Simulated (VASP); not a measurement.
Write the native input for VASP 6.6.1 that does the following.

| Quantity | Value |
| --- | --- |
| Task | single point |
| Functional | LDA |
| Potentials or basis | VASP PAW LDA potentials, release 64 (Pt, Mn_pv) |
| Cutoff | 520 eV |
| k mesh | 11 × 11 × 4 |
| Occupations | fermi-dirac, width 0.05 eV |
| Spin | collinear spin, ferromagnetic start |
| Starting moments | [0.0, 0.0, 4.0] μB |
| Dipole correction | no |
| Further INCAR settings | ALGO = Fast; EDIFF = 1e-06; NBANDS = 28 |

The structure of MnPt2 lies in POSCAR:

```
MnPt2
1.0
    2.8197726289      0.0000000000      0.0000000000
   -1.4098863145      2.4419947296      0.0000000000
    0.0000000000      0.0000000000      6.4442160962
Pt Mn
2 1
Direct
    0.6666666667      0.3333333333      0.3162060000
    0.3333333333      0.6666666667      0.6837940000
    0.0000000000      0.0000000000      0.0000000000
```

The input as run:

INCAR

```
SYSTEM = MnPt2
PREC = Accurate
ENCUT = 520
EDIFF = 1E-6
ISMEAR = -1
SIGMA = 0.05
LREAL = .FALSE.
LASPH = .TRUE.
NELM = 150
ALGO = Fast
ISIF = 2
LWAVE = .FALSE.
LCHARG = .FALSE.
ISPIN = 2
MAGMOM = 0 0 4
LORBIT = 11
LMAXMIX = 4
GGA = CA
NBANDS = 28
```

KPOINTS

```
Automatic mesh
0
G
  11 11 4
  0 0 0
```

Potentials or basis: VASP PAW LDA potentials, release 64 (Pt, Mn_pv).

The run is started by

```sh
$ cat potpaw_LDA.64/Pt/POTCAR potpaw_LDA.64/Mn_pv/POTCAR > POTCAR
$ mpirun -np 1 vasp_std > vasp.out
```

It gave:

```yaml
Pressure: -10.1 GPa
Largest_force: 0.032 eV/Å
Net_moment: 3.90 μB per cell
Site_moments: Pt +0.22; Mn +3.29 μB
Valence_electrons_inside_the_program's_atomic_spheres: Pt 9.30; Mn 11.64
```

Caveat: the cell stands under tension.

Run time: 3.7 min on 1 thread of Intel Xeon 8259CL, with other jobs on the host, peak memory 0.24 GiB.
